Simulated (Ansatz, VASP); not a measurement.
SiNi3 in VASP and in Ansatz

```xyz
4
Lattice="3.6115 0.0000 0.0000 0.0000 3.6115 0.0000 0.0000 0.0000 3.6115" Properties=species:S:1:pos:R:3 pbc="T T T"
Ni    1.8057    1.8057    0.0000
Ni    1.8057    0.0000    1.8057
Ni    0.0000    1.8057    1.8057
Si    0.0000    0.0000    0.0000
```

Change from the starting cell: volume scaled by 1.06.

Alike in both runs: task single point; functional PBE; k mesh 8 × 8 × 8; occupations fermi-dirac, width 0.05 eV; collinear spin.

|  | VASP | Ansatz |
| --- | --- | --- |
| version | VASP 6.6.1 | Ansatz 0.2.0 |
| potentials or method | VASP PAW PBE potentials, release 64 (Ni, Si), cutoff 520 eV | all-electron LAPW, scalar-relativistic |

Ansatz gave:

* gap on the k mesh at the Fermi level (eV): none
* pressure (GPa): -15.3
* net moment per atom (μB): 0.00

Q: Which values does VASP return?

A: gap on the k mesh at the Fermi level (eV): none; pressure (GPa): -15.1; net moment per atom (μB): 0.00.

A gap of «none» marks a metal or a gap that the smearing closes. Ansatz ran all-electron here, and VASP with PAW potentials.
